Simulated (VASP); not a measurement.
Mg, 4 atoms in the cell. It takes space group P6_3/mmc (No. 194, hexagonal). The conventional cell has a = 3.123 Å, b = 3.123 Å, c = 10.144 Å, α = 90.00°, β = 90.00°, γ = 120.00°. Within 4.1 Å of Mg (site symmetry -3m) lie 12 Mg at 3.11 to 3.12 Å. Mg (site symmetry -6m2) has 12 Mg at 3.11 to 3.12 Å within 4.1 Å. 

```yaml
Program: VASP 6.6.1
Task: single point
Functional: PBE
Potentials_or_basis: VASP PAW PBE potentials, release 64 (Mg)
Cutoff: 520 eV
k_mesh: 8 × 8 × 3
Occupations: gaussian, width 0.1 eV
Spin: no spin polarisation
Dipole_correction: no
Further_INCAR_settings: ALGO = Normal; EDIFF = 1e-07; NBANDS = 12
```

Potentials or basis: VASP PAW PBE potentials, release 64 (Mg).

Launch:

```sh
$ cat potpaw_PBE.64/Mg/POTCAR > POTCAR
$ mpirun -np 1 vasp_std > vasp.out
```

Hardware: 1 thread of AMD EPYC 7R13, with other jobs on the host.

Question: Estimate the wall time of this run.

Answer: Run time: 39 s on 1 thread of AMD EPYC 7R13 (shared host), peak memory 0.17 GiB. Counts: scf iterations 11, k points 20.
